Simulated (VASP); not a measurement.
Wanted: the native input for a VASP 6.6.1 run.

```
Task                   : single point
Functional             : PBE
Potentials or basis    : VASP PAW PBE potentials, release 64 (K_sv, Mg, F)
Cutoff                 : 520 eV
k mesh                 : 6 × 6 × 6
Occupations            : gaussian, width 0.02 eV
Spin                   : no spin polarisation
Dipole correction      : no
Further INCAR settings : ALGO = Normal; EDIFF = 1e-06; NBANDS = 24
```

The structure of KMgF3 lies in POSCAR:

```
KMgF3
1.0
    3.8443443978      0.0000000000      0.0000000000
    0.0000000000      3.8443443978      0.0000000000
    0.0000000000      0.0000000000      3.8443443978
K Mg F
1 1 3
Direct
    0.5000000000      0.5000000000      0.5000000000
    0.0000000000      0.0000000000      0.0000000000
    0.0000000000      0.5000000000      0.0000000000
    0.0000000000      0.0000000000      0.5000000000
    0.5000000000      0.0000000000      0.0000000000
```

The input as run:

INCAR

```
  ALGO = Normal
  EDIFF = 1E-6
  ENCUT = 520
  GGA = PE
  ISIF = 2
  ISMEAR = 0
  LASPH = T
  LCHARG = T
  LELF = T
  LREAL = F
  LVHAR = T
  LWAVE = F
  NBANDS = 24
  NELM = 60
  PREC = Accurate
  SIGMA = 0.02
```

KPOINTS

```
k-points
0
Gamma
  6 6 6
```

Potentials or basis: VASP PAW PBE potentials, release 64 (K_sv, Mg, F).

Run with:

```console
$ cat potpaw_PBE.64/K_sv/POTCAR potpaw_PBE.64/Mg/POTCAR potpaw_PBE.64/F/POTCAR > POTCAR
$ mpirun -np 1 vasp_std > vasp.out
```

It gave:

* Pressure: 14.7 GPa
* Band gap on the k mesh: 8.18 eV, indirect (least direct gap 8.50 eV)

Wall time 27 s on 1 thread of Intel(R) Xeon(R) Platinum 8488C (Sapphire Rapids), on a shared host, peak memory 0.18 GiB.
